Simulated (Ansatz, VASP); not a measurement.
## Ga3As2N: VASP beside Ansatz

The input INCAR:

```
PREC = Accurate
ENCUT = 520
EDIFF = 1E-7
ISMEAR = 0
SIGMA = 0.1
LREAL = False
LASPH = True
NELM = 80
ALGO = Normal
ISIF = 2
LWAVE = False
LCHARG = False
GGA = PE
NBANDS = 36
```

Contents of KPOINTS:

```
regular mesh
0
Gamma
  6 6 6
```

Contents of POSCAR:

```
Ga3As2N
1.0
   -1.8850394200      1.8850394200      7.9975449300
    1.8850394200     -1.8850394200      7.9975449300
    1.8850394200      1.8850394200     -7.9975449300
Ga As N
3 2 1
Direct
    0.6666666700      0.6666666700      0.0000000000
    0.0000000000      0.0000000000      0.0000000000
    0.3333333300      0.3333333300      0.0000000000
    0.0833333300      0.5833333300      0.5000000000
    0.4166666700      0.9166666700      0.5000000000
    0.7500000000      0.2500000000      0.5000000000
```

Input for Ansatz:

```yaml
crystal:
  lattice:
    - [-1.88503942, 1.88503942, 7.99754493]
    - [1.88503942, -1.88503942, 7.99754493]
    - [1.88503942, 1.88503942, -7.99754493]
  atoms:
    - { symbol: Ga, position: [0.66666667, 0.66666667, 0.0] }
    - { symbol: Ga, position: [0.0, 0.0, 0.0] }
    - { symbol: Ga, position: [0.33333333, 0.33333333, 0.0] }
    - { symbol: As, position: [0.08333333, 0.58333333, 0.5] }
    - { symbol: As, position: [0.41666667, 0.91666667, 0.5] }
    - { symbol: "N", position: [0.75, 0.25, 0.5] }
basis:
  ecutwfc: 420
kpoints:
  mp_grid: { grid: [6, 6, 6] }
hamiltonian:
  xc: pbe
scf:
  occupations: { method: gaussian, width: 0.1 }
  lower_state_search: "off"
output:
  forces: true
  stress: true
  eigenvalues: true
```

Alike in both runs: task single point; functional PBE; k mesh 6 × 6 × 6; occupations gaussian, width 0.1 eV; no spin polarisation.

|  | VASP | Ansatz |
| --- | --- | --- |
| version | VASP 6.6.1 | Ansatz 0.2.0 |
| potentials or method | VASP PAW PBE potentials, release 64 (Ga_d, As, N), cutoff 520 eV | scalar-relativistic, plane waves, PAW |
| valence electrons in the cell | 54 | 74 |

VASP gave:

| Property | Result |
| --- | --- |
| gap on the k mesh at the Fermi level (eV) | 0.57 |
| least direct gap on the mesh (eV) | 0.57 |
| pressure (GPa) | 6.0 |
| traceless stress, the component that is largest in VASP (GPa) | -1.18 |
| rms of the force components (eV/Å) | 1.285 |

Problem. Which values does Ansatz return?

Solution. gap on the k mesh at the Fermi level (eV): 0.56; least direct gap on the mesh (eV): 0.56; pressure (GPa): 5.8; traceless stress, the component that is largest in VASP (GPa): -1.17; rms of the force components (eV/Å): 1.279.

Atom by atom the forces differ by 0.006 eV/Å (rms over components). VASP's potentials hold 54 valence electrons a cell and Ansatz's 74, so a difference there can come from the potentials and not from the codes.
